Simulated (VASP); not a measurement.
Wanted: the native input for a VASP 6.6.1 run.

```yaml
Task: density of states
Functional: PBE
Potentials_or_basis: VASP PAW PBE potentials, release 64 (Sb)
Cutoff: 400 eV
k_mesh: 10 × 10 × 10
Occupations: fermi-dirac, width 0.08 eV
Spin: no spin polarisation
Dipole_correction: no
k_mesh_for_the_DOS: 15 × 15 × 15
Occupations_for_the_DOS: tetrahedron
Further_INCAR_settings: ALGO = Normal; EDIFF = 1e-06; NBANDS = 12
```

The system is Sb.

```
Sb
1.0
     0.00000    2.57442    2.57442
     2.57442    0.00000    2.57442
     2.57442    2.57442    0.00000
Sb
2
Direct
  0.87500 0.87500 0.87500
  0.12500 0.12500 0.12500
```

This cell differs from its parent crystal: volume scaled by 0.4.

The input as run:

POSCAR

```
Sb
1.0
    0.0000000000      2.5744240577      2.5744240577
    2.5744240577      0.0000000000      2.5744240577
    2.5744240577      2.5744240577      0.0000000000
Sb
2
Direct
   -0.1250000000     -0.1250000000     -0.1250000000
    0.1250000000      0.1250000000      0.1250000000
```

INCAR.step1

```
  PREC = Accurate
  ENCUT = 400
  EDIFF = 1E-6
  ISMEAR = -1
  SIGMA = 0.08
  LREAL = False
  LASPH = True
  NELM = 120
  ALGO = Normal
  ISIF = 2
  LWAVE = False
  LCHARG = True
  GGA = PE
  NBANDS = 12
  GGA_COMPAT = False
  NEDOS = 2001
  LORBIT = 11
```

KPOINTS.step1

```
regular mesh
0
Gamma
  10 10 10
```

INCAR.step2

```
  PREC = Accurate
  ENCUT = 400
  EDIFF = 1E-6
  ISMEAR = -5
  SIGMA = 0.08
  LREAL = False
  LASPH = True
  NELM = 120
  ALGO = Normal
  ISIF = 2
  LWAVE = False
  LCHARG = False
  GGA = PE
  LORBIT = 11
  NBANDS = 12
  NEDOS = 1001
  ICHARG = 11
  GGA_COMPAT = False
```

KPOINTS.step2

```
regular mesh
0
Gamma
  15 15 15
```

Potentials or basis: VASP PAW PBE potentials, release 64 (Sb).

Launch:

```console
$ cat potpaw_PBE.64/Sb/POTCAR > POTCAR
$ cp INCAR.step1 INCAR
$ cp KPOINTS.step1 KPOINTS
$ mpirun -np 1 vasp_std > vasp.out
$ cp INCAR.step2 INCAR
$ cp KPOINTS.step2 KPOINTS
$ mpirun -np 1 vasp_std > vasp.out
```

It gave:

The valence electrons inside the program's atomic spheres are Sb 3.31.

Caveat: spin-orbit coupling is left out, which moves the levels of the heavy elements.

It took 20 s on 1 thread of Intel Xeon 6975P-C, with other jobs on the host, peak memory 0.15 GiB.
